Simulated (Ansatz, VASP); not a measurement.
## PtSe2 in VASP and in Ansatz

File INCAR:

```
PREC     = Accurate       # precision mode
ENCUT    = 520            # plane-wave cutoff, eV
EDIFF    = 1E-6           # SCF threshold, eV
ISMEAR   = 0              # smearing method
SIGMA    = 0.15           # smearing width, eV
LREAL    = False          # projectors in reciprocal space
LASPH    = True           # aspherical terms in the spheres
NELM     = 100            # most SCF steps
ALGO     = Normal         # electronic algorithm
ISIF     = 2              # what is computed and relaxed
LWAVE    = False          # write WAVECAR
LCHARG   = True           # write CHGCAR
GGA      = PS             # functional
LELF     = True           # ELF
LVHAR    = True         
NBANDS   = 18             # bands
```

The input KPOINTS:

```
Automatic mesh
0
Gamma
  12 12 10
```

POSCAR

```
PtSe2
1.0
    3.7607249071      0.0000000000      0.0000000000
   -1.8803624535      3.2568833062      0.0000000000
    0.0000000000      0.0000000000      4.7174110008
Pt Se
1 2
Direct
    0.0000000000      0.0000000000      0.0000000000
    0.3333333333      0.6666666667      0.2606754608
    0.6666666667      0.3333333333      0.7393245392
```

Input for Ansatz:

```yaml
crystal:
  lattice:
    - [3.7607249071, 0.0, 0.0]
    - [-1.8803624535, 3.2568833062, 0.0]
    - [0.0, 0.0, 4.7174110008]
  atoms:
    - { symbol: Pt, position: [0.0, 0.0, 0.0] }
    - { symbol: Se, position: [0.3333333333, 0.6666666667, 0.2606754608] }
    - { symbol: Se, position: [0.6666666667, 0.3333333333, 0.7393245392] }
basis:
  ecutwfc: 420
kpoints:
  mp_grid: { grid: [12, 12, 10] }
hamiltonian:
  xc: pbesol
scf:
  occupations: { method: gaussian, width: 0.15 }
output:
  forces: true
  stress: true
  eigenvalues: true
```

Change from the starting cell: strain -0.0300 x Voigt [0, 0, 1, 0, 0, 0], atoms carried along.

Alike in both runs: task single point; functional PBEsol; k mesh 12 × 12 × 10; occupations gaussian, width 0.15 eV; no spin polarisation.

|  | VASP | Ansatz |
| --- | --- | --- |
| version | VASP 6.6.1 | Ansatz 0.2.0 |
| potentials or method | VASP PAW PBE potentials, release 64 (Pt, Se), cutoff 520 eV | scalar-relativistic, plane waves, PAW |
| valence electrons in the cell | 22 | 50 |

VASP gave:

| Quantity | Value |
| --- | --- |
| gap on the k mesh at the Fermi level (eV) | none |
| pressure (GPa) | 3.4 |
| traceless stress, the component that is largest in VASP (GPa) | 0.42 |
| rms of the force components (eV/Å) | 0.184 |

Task: Estimate Ansatz's values.

Result: gap on the k mesh at the Fermi level (eV): none; pressure (GPa): 3.3; traceless stress, the component that is largest in VASP (GPa): 0.46; rms of the force components (eV/Å): 0.176.

VASP's potentials were made for PBE, not for PBEsol. Atom by atom the forces differ by 0.008 eV/Å (rms over components). A gap of «none» marks a metal or a gap that the smearing closes. VASP's potentials hold 22 valence electrons a cell and Ansatz's 50, so a difference there can come from the potentials and not from the codes.

Neither program's run includes spin-orbit coupling.
